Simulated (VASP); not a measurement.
# BN (P6_3mc) in VASP: a series of runs, part 2 of 3

VASP 6.6.1. The steps go on from the part before.

## (3) Single point, PBEsol

File INCAR:

```
PREC     = Accurate       # precision mode
ENCUT    = 520            # plane-wave cutoff, eV
EDIFF    = 1E-6           # SCF threshold, eV
ISMEAR   = 0              # smearing method
SIGMA    = 0.01           # smearing width, eV
LREAL    = False          # projectors in reciprocal space
LASPH    = True           # aspherical terms in the spheres
NELM     = 100            # most SCF steps
ALGO     = Normal         # electronic algorithm
ISIF     = 2              # what is computed and relaxed
LWAVE    = False          # write WAVECAR
LCHARG   = False          # write CHGCAR
GGA      = PS             # functional
NBANDS   = 16             # bands
```

File KPOINTS:

```
regular mesh
0
Gamma
  12 12 6
```

File POSCAR:

```
BN
1.0
    2.5410113138      0.0000000000      0.0000000000
   -1.2705056569      2.2005803491      0.0000000000
    0.0000000000      0.0000000000      4.2032955032
B N
2 2
Direct
    0.6666666667      0.3333333333      0.9997329962
    0.3333333333      0.6666666667      0.4997329962
    0.6666666667      0.3333333333      0.6252670038
    0.3333333333      0.6666666667      0.1252670038
```

Potentials or basis: VASP PAW PBE potentials, release 64 (B, N).

Launch:

```bash
$ cat potpaw_PBE.64/B/POTCAR potpaw_PBE.64/N/POTCAR > POTCAR
$ mpirun -np 1 vasp_std > vasp.out
```

OUTCAR:

```text
PREC = Accurate
   ENCUT = 520
   EDIFF = 1E-6
   ISMEAR = 0
   LREAL = False
   LASPH = True
   NELM = 100
   ISIF = 2
   GGA = PS

 ion  position               nearest neighbor table
   1  0.667  0.333  1.000-   4 1.56   4 1.56   4 1.56   3 1.57
   2  0.333  0.667  0.500-   3 1.56   3 1.56   3 1.56   4 1.57
   3  0.667  0.333  0.625-   2 1.56   2 1.56   2 1.56   1 1.57
   4  0.333  0.667  0.125-   1 1.56   1 1.56   1 1.56   2 1.57

  LATTYP: Found a hexagonal cell.
 ALAT       =     2.5410113138
 C/A-ratio  =     1.6541821283

  Lattice vectors:

 A1 = (   2.5410113138,   0.0000000000,   0.0000000000)
 A2 = (  -1.2705056569,   2.2005803491,   0.0000000000)
 A3 = (   0.0000000000,   0.0000000000,   4.2032955032)

Analysis of symmetry for initial positions (statically):
=====================================================================
 Subroutine PRICEL returns:
 Original cell was already a primitive cell.

 Routine SETGRP: Setting up the symmetry group for a
 hexagonal supercell.

 Subroutine GETGRP returns: Found 12 space group operations
 (whereof  6 operations were pure point group operations)
 out of a pool of 24 trial point group operations.

The static configuration has the point symmetry C_3v.
 The point group associated with its full space group is C_6v.

Analysis of symmetry for dynamics (positions and initial velocities):
=====================================================================
 Subroutine PRICEL returns:
 Original cell was already a primitive cell.

 Routine SETGRP: Setting up the symmetry group for a
 hexagonal supercell.

 Subroutine GETGRP returns: Found 12 space group operations
 (whereof  6 operations were pure point group operations)
 out of a pool of 24 trial point group operations.

The dynamic configuration has the point symmetry C_3v.
 The point group associated with its full space group is C_6v.

 Subroutine INISYM returns: Found 12 space group operations
 (whereof  6 operations are pure point group operations),
 and found     1 'primitive' translations

----------------------------------------------------------------------------------------

                                     Primitive cell

  volume of cell :      23.5036

  direct lattice vectors                    reciprocal lattice vectors
     2.541011314  0.000000000  0.000000000     0.393544096  0.227212790  0.000000000
    -1.270505657  2.200580349  0.000000000     0.000000000  0.454425579  0.000000000
     0.000000000  0.000000000  4.203295503     0.000000000  0.000000000  0.237908565

  length of vectors
     2.541011314  2.541011314  4.203295503     0.454425579  0.454425579  0.237908565

  position of ions in fractional coordinates (direct lattice)
     0.666666667  0.333333333  0.999732996
     0.333333333  0.666666667  0.499732996
     0.666666667  0.333333333  0.625267004
     0.333333333  0.666666667  0.125267004

  ion indices of the primitive-cell ions
   primitive index   ion index
                 1           1
                 2           2
                 3           3
                 4           4

----------------------------------------------------------------------------------------

 KPOINTS: regular mesh

Automatic generation of k-mesh.
 Grid dimensions read from file:
 generate k-points for:   12   12    6

 Generating k-lattice:

  Cartesian coordinates                     Fractional coordinates (reciprocal lattice)
     0.032795341  0.018934399  0.000000000     0.083333333  0.000000000  0.000000000
     0.000000000  0.037868798  0.000000000     0.000000000  0.083333333  0.000000000
     0.000000000  0.000000000  0.039651427     0.000000000  0.000000000  0.166666667

  Length of vectors
     0.037868798  0.037868798  0.039651427

  Shift w.r.t. Gamma in fractional coordinates (k-lattice)
     0.000000000  0.000000000  0.000000000

 Subroutine IBZKPT returns following result:
 ===========================================

 Found     76 irreducible k-points:

 Following reciprocal coordinates:
            Coordinates               Weight
  0.000000  0.000000  0.000000      1.000000
  0.083333 -0.000000  0.000000      6.000000
  0.166667 -0.000000  0.000000      6.000000
  0.250000 -0.000000  0.000000      6.000000
  0.333333  0.000000  0.000000      6.000000
  0.416667  0.000000  0.000000      6.000000
[... 16 lines left out ...]
  0.250000 -0.000000  0.166667     12.000000
  0.333333  0.000000  0.166667     12.000000
 [... further k-points ...]
   k-points           NKPTS =     76   k-points in BZ     NKDIM =     76   number of bands    NBANDS=     16
   number of dos      NEDOS =    301   number of ions     NIONS =      4
   total plane-waves  NPLWV =  12800
   dimension x,y,z NGX =    20 NGY =   20 NGZ =   32
   dimension x,y,z NGXF=    40 NGYF=   40 NGZF=   64
   ions per type =               2   2
   NGX,Y,Z   is equivalent  to a cutoff of  13.09, 13.09, 12.66 a.u.
   NGXF,Y,Z  is equivalent  to a cutoff of  26.17, 26.17, 25.31 a.u.
 SYSTEM =  unknown system
   PREC   = accura    normal or accurate (medium, high low for compatibility)
   ISTART =      0    job   : 0-new  1-cont  2-samecut
   ICHARG =      2    charge: 1-file 2-atom 10-const
   ISPIN  =      1    spin polarized calculation?
   LNONCOLLINEAR =      F non collinear calculations
   LSORBIT =      F    spin-orbit coupling
   LASPH  =      T    aspherical Exc in radial PAW
   ENCUT  =  520.0 eV  38.22 Ry    6.18 a.u.   4.72  4.72  7.82*2*pi/ulx,y,z
   NELM   =    100;   NELMIN=  2; NELMDL= -5     # of ELM steps
   EDIFF  = 0.1E-05   stopping-criterion for ELM
   LREAL  =      F    real-space projection
   EDIFFG = 0.1E-04   stopping-criterion for IOM
   NSW    =      0    number of steps for IOM
   IBRION =     -1    ionic relax: 0-MD 1-quasi-New 2-CG
   NFREE  =      0    steps in history (QN), initial steepest desc. (CG)
   ISIF   =      2    stress and relaxation
   ISYM   =      2    0-nonsym 1-usesym 2-fastsym
   POTIM  = 0.5000    time-step for ionic-motion
   TEBEG  =    0.0;   TEEND  =   0.0 temperature during run
   PSTRESS=    0.0 pullay stress
   NELECT =      16.0000    total number of electrons
   NUPDOWN=      -1.0000    fix difference up-down
   EMIN   =  10.00;   EMAX   =-10.00  energy-range for DOS
   EFERMI =   0.00;   METHOD = LEGACY
   ISMEAR =     0;   SIGMA  =   0.01  broadening in eV -4-tet -1-fermi 0-gaus
   EFERMI_NEDOS =   21; number of points for ismear=-14 and -15
   IALGO  =     38    algorithm
   IMIX   =      4    mixing-type and parameters
     AMIX     =   0.40;   BMIX     =  1.00
     AMIX_MAG =   1.60;   BMIX_MAG =  1.00
  volume/ion in A,a.u.               =       5.88        39.65
  Fermi-wavevector in a.u.,A,eV,Ry     =   1.440136  2.721463 28.218379  2.073992
  Thomas-Fermi vector in A             =   2.558914
   LORBIT       =      0    0 simple, 1 ext, 2 COOP (PROOUT), +10 PAW based schemes
   GGA     = PS    functional components
   LHFCALC =     F    Hartree Fock is set to
   AEXX    =    0.0000 exact exchange contribution
   IVDW    =     0    specifies the selected vdW correction
   LEPSILON=     F    determine dielectric tensor
   LRPA    =     F    only Hartree local field effects (RPA)
 non-spin polarized calculation
 Gauss-broadening in eV      SIGMA  =   0.01
  energy-cutoff  :      520.00
  volume of cell :       23.50
 maximum number of plane-waves:       652
 NGX is ok and might be reduce to    20
   NGX =  9   NGY =  9   NGZ = 15

 number of electron      16.0000000 magnetization

 Free energy of the ion-electron system (eV)
  ---------------------------------------------------
  ext. energy  EPLUGINS =         0.00000000
  ---------------------------------------------------
  free energy    TOTEN  =       -36.62577651 eV

  energy without entropy =      -36.62577651  energy(sigma->0) =      -36.62577651

 E-fermi :   7.6918     XC(G=0): -13.0324

 val. band max:        7.5891220652   @ k =   0.0000   0.0000   0.0000
 cond. band min:      12.5353914299   @ k =   0.3333   0.3333   0.0000
 fundamental gap:      4.9462693647
 Fermi energy:         7.6918493691

 k-point     1 :       0.0000    0.0000    0.0000
  band No.  band energies     occupation
      1     -12.9047      2.00000
      2      -8.6761      2.00000
      3      -3.4765      2.00000
      4       5.4415      2.00000
      5       5.4415      2.00000
      6       7.3068      2.00000
[... 433 lines left out ...]
      3      -1.3341      2.00000
      4       0.1294      2.00000
      5       1.5655      2.00000
      6       3.2378      2.00000
[... 8 lines left out ...]
     15      23.6369      0.00000
     16      23.8944      0.00000

 [... further k-points ...]
[... 5 lines left out ...]
  --------------------------------------------------------------------------------------
  -------------------------------------------------------------------------------------
  Total        0.0921065      0.0921065      0.0829052      0.0000000      0.0000000      0.0000000
  in kB        6.2786619      6.2786619      5.6514316      0.0000000      0.0000000      0.0000000
  external PRESSURE =       6.0695851 kB  Pullay stress =       0.0000000 kB

 VOLUME and BASIS-vectors are now :
 -----------------------------------------------------------------------------
  energy-cutoff  :      520.00
  volume of cell :       23.50
      direct lattice vectors                 reciprocal lattice vectors
     2.541011314  0.000000000  0.000000000     0.393544096  0.227212790  0.000000000
    -1.270505657  2.200580349  0.000000000     0.000000000  0.454425579  0.000000000
     0.000000000  0.000000000  4.203295503     0.000000000  0.000000000  0.237908565

 POSITION                                       TOTAL-FORCE (eV/Angst)
 -----------------------------------------------------------------------------------
      1.27051      0.73353      4.20217         0.000000      0.000000     -0.003083
     -0.00000      1.46705      2.10053        -0.000000      0.000000     -0.003083
      1.27051      0.73353      2.62818         0.000000     -0.000000      0.003083
     -0.00000      1.46705      0.52653        -0.000000      0.000000      0.003083
 -----------------------------------------------------------------------------------
    total drift:                                0.000000      0.000000      0.000441

  FREE ENERGIE OF THE ION-ELECTRON SYSTEM (eV)
  ---------------------------------------------------
  free  energy   TOTEN  =       -36.6257765121 eV

  energy  without entropy=      -36.6257765121  energy(sigma->0) =      -36.62577651
```

Wall time 14 s (1 thread of Intel Xeon Platinum 8488C (Sapphire Rapids), shared host); peak memory 0.14 GiB.

What came out:

* Free energy: -36.6258 eV
* Pressure: 0.6 GPa
* Largest force: 0.003 eV/Å
* Band gap on the k mesh: 4.95 eV, indirect (least direct gap 8.22 eV)

Forces in eV/Å, atoms in the order of the input:
```
B    0.000  0.000 -0.003
B    0.000  0.000 -0.003
N    0.000  0.000  0.003
N    0.000  0.000  0.003
```

Levels at points of the mesh, in eV from the valence-band top:
```
           k point  band 6  band 7  band 8  band 9  band 10  band 11
(0.00, 0.00, 0.00)   -0.28    0.00    0.00    8.33     8.33     8.57
(0.50, 0.00, 0.00)   -5.05   -4.51   -2.13    6.58     7.82    10.55
(0.00, 0.00, 0.50)   -1.19   -1.19   -1.19    9.48     9.48     9.89
(0.50, 0.00, 0.50)   -3.82   -3.61   -3.61    6.46     6.46     9.97
```

Caveat: the PAW data sets were made with another functional, which shifts forces and pressure a little. A k mesh can miss the band edges.

## (4) Relaxation of cell and atoms, PBEsol

File INCAR:

```
SYSTEM = BN
PREC = Accurate
ENCUT = 600
EDIFF = 1E-6
ISMEAR = 0
SIGMA = 0.01
LREAL = .False.
LASPH = .True.
NELM = 100
ALGO = Normal
ISIF = 3
LWAVE = .False.
LCHARG = .False.
GGA = PS
IBRION = 2
NSW = 80
EDIFFG = -0.001
```

File KPOINTS:

```
Automatic mesh
0
Gamma
  12 12 6
  0 0 0
```

POSCAR is that of step 3.

Launch:

```bash
$ cat potpaw_PBE.64/B/POTCAR potpaw_PBE.64/N/POTCAR > POTCAR
$ mpirun -np 1 vasp_std > vasp.out
```

It took 32 s on 1 thread of Intel Xeon Platinum 8488C (Sapphire Rapids), shared host; peak memory 0.15 GiB.

The run converged. Its results:

```
Free energy                            : -36.6334 eV
Relaxed volume                         : 5.88 Å³/atom
Relaxed cell                           : a = 2.542 Å, b = 2.542 Å, c = 4.204 Å, α = 90.00°, β = 90.00°, γ = 120.00°
Space group after relaxing (to 0.05 Å) : P6_3mc (No. 186)
Energy gained by relaxing              : 0.0 meV/atom
Ionic steps                            : 6
Pressure after relaxing                : 0.0 GPa
Band gap on the k mesh                 : 4.95 eV, indirect (least direct gap 8.22 eV)
```

Final structure:
```
B N
1.0
     2.54171    0.00000    0.00000
    -1.27086    2.20119    0.00000
     0.00000    0.00000    4.20426
B N
2 2
Direct
  0.66667 0.33333 0.99972
  0.33333 0.66667 0.49972
  0.66667 0.33333 0.62528
  0.33333 0.66667 0.12528
```

Levels at points of the mesh, in eV from the valence-band top:
| k point | band 6 | band 7 | band 8 | band 9 | band 10 | band 11 |
| --- | --- | --- | --- | --- | --- | --- |
| (0.00, 0.00, 0.00) | -0.28 | 0.00 | 0.00 | 8.32 | 8.32 | 8.57 |
| (0.50, 0.00, 0.00) | -5.05 | -4.51 | -2.13 | 6.57 | 7.82 | 10.54 |
| (0.00, 0.00, 0.50) | -1.19 | -1.19 | -1.19 | 9.47 | 9.47 | 9.89 |
| (0.50, 0.00, 0.50) | -3.81 | -3.61 | -3.61 | 6.46 | 6.46 | 9.96 |

Caveat: the PAW data sets were made with another functional, which shifts forces and pressure a little. A k mesh can miss the band edges.

[end of part 2 of 3]
